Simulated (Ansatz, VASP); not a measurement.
**SiO2: VASP beside Ansatz**

```
Si O
1.0
     4.26279    0.00000    0.00000
     0.00000    4.26279    0.00000
     0.00000    0.00000    2.44769
Si O
2 4
Direct
  0.50000 0.50000 0.50000
  0.00000 0.00000 0.00000
  0.69443 0.69443 0.00000
  0.19443 0.80557 0.50000
  0.30557 0.30557 0.00000
  0.80557 0.19443 0.50000
```

Alike in both runs: task single point; functional LDA; k mesh 6 × 6 × 10; occupations gaussian, width 0.05 eV; no spin polarisation.

|  | VASP | Ansatz |
| --- | --- | --- |
| version | VASP 6.6.1 | Ansatz 0.2.0 |
| potentials or method | VASP PAW LDA potentials, release 64 (Si, O), cutoff 520 eV | scalar-relativistic, plane waves, PAW |
| valence electrons in the cell | 32 | 32 |

```csv
,VASP,Ansatz,Ansatz less VASP
gap on the k mesh at the Fermi level (eV),6.54,6.55,+0.013
least direct gap on the mesh (eV),6.54,6.55,+0.013
pressure (GPa),21.3,19.9,-1.36
"traceless stress, the component that is largest in VASP (GPa)",45.96,44.80,-1.153
rms of the force components (eV/Å),0.102,0.143,+0.0413
```

Ansatz warns that its potentials were made for another functional, while VASP's fit it. LDA's correlation is that of Perdew and Zunger in VASP and of Perdew and Wang (1992) in Ansatz. Atom by atom the forces differ by 0.041 eV/Å (rms over components).
